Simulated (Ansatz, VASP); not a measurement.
# PbSe: VASP beside Ansatz

```xyz
2
Lattice="0.0000 2.9234 2.9708 2.9234 0.0000 2.9708 2.9234 2.9234 0.0000" Properties=species:S:1:pos:R:3 pbc="T T T"
Pb    0.0000    0.0000    0.0000
Se    2.9234    2.9234    2.9708
```

Alike in both runs: task single point; functional PBE; dispersion D3(BJ); k mesh 10 × 10 × 10; occupations gaussian, width 0.03 eV; no spin polarisation.

```csv
,VASP,Ansatz
version,VASP 6.6.1,Ansatz 0.2.0
potentials or method,"VASP PAW PBE potentials, release 64 (Pb_d, Se), cutoff 520 eV","scalar-relativistic, plane waves, PAW"
valence electrons in the cell,20,30
```

```tsv
	VASP	Ansatz	Ansatz less VASP
gap on the k mesh at the Fermi level (eV)	0.20	0.20	+0.006
least direct gap on the mesh (eV)	0.20	0.20	+0.006
pressure (GPa)	8.7	8.7	0.00
traceless stress, the component that is largest in VASP (GPa)	-2.23	-2.22	+0.004
```

VASP's potentials hold 20 valence electrons a cell and Ansatz's 30, so a difference there can come from the potentials and not from the codes.

Spin-orbit coupling is off throughout.
